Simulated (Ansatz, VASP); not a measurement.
Gd: VASP beside Ansatz

The input INCAR:

```
ALGO = Normal
EDIFF = 1E-7
ENCUT = 520
GGA = PE
ISIF = 2
ISMEAR = -1
ISPIN = 2
LASPH = T
LCHARG = T
LELF = T
LMAXMIX = 6
LORBIT = 11
LREAL = F
LVHAR = T
LWAVE = F
MAGMOM = 7
NBANDS = 19
NELM = 150
PREC = Accurate
SIGMA = 0.05
```

The input KPOINTS:

```
k-points
0
Gamma
  13 13 13
```

The input POSCAR:

```
Gd
1.0
   -1.9820241991      1.9820241991      1.9820241991
    1.9820241991     -1.9820241991      1.9820241991
    1.9820241991      1.9820241991     -1.9820241991
Gd
1
Direct
    0.0000000000      0.0000000000      0.0000000000
```

Input for Ansatz:

```yaml
crystal:
  lattice:
    - [-1.9820241991, 1.9820241991, 1.9820241991]
    - [1.9820241991, -1.9820241991, 1.9820241991]
    - [1.9820241991, 1.9820241991, -1.9820241991]
  atoms:
    - { symbol: Gd, position: [0.0, 0.0, 0.0], spin: 7.0 }
magnetization:
  spin_polarized: true
kpoints:
  mp_grid: { grid: [13, 13, 13] }
scf:
  occupations: { method: fermi_dirac, width: 0.05 }
hamiltonian:
  xc: pbe
  pseudopotentials: { kind: all_electron, lapw: { basis_error: 0.00025 } }
output:
  forces: true
  stress: true
  eigenvalues: true
```

Change from the starting cell: volume scaled by 0.9405.

Alike in both runs: task single point; functional PBE; k mesh 13 × 13 × 13; occupations fermi-dirac, width 0.05 eV; collinear spin.

```csv
,VASP,Ansatz
version,VASP 6.6.1,Ansatz 0.2.0
potentials or method,"VASP PAW PBE potentials, release 64 (Gd), cutoff 520 eV","all-electron LAPW, scalar-relativistic"
```

```tsv
	VASP	Ansatz	Ansatz less VASP
pressure (GPa)	2.2	2.3	+0.02
net moment per atom (μB)	7.64	7.63	-0.006
size of the moment on the site where the two differ most (μB)	7.02	7.46	+0.435
```

Site moments also hang on the region over which each program counts them. Ansatz ran all-electron here, and VASP with PAW potentials.

Neither program's run includes spin-orbit coupling.
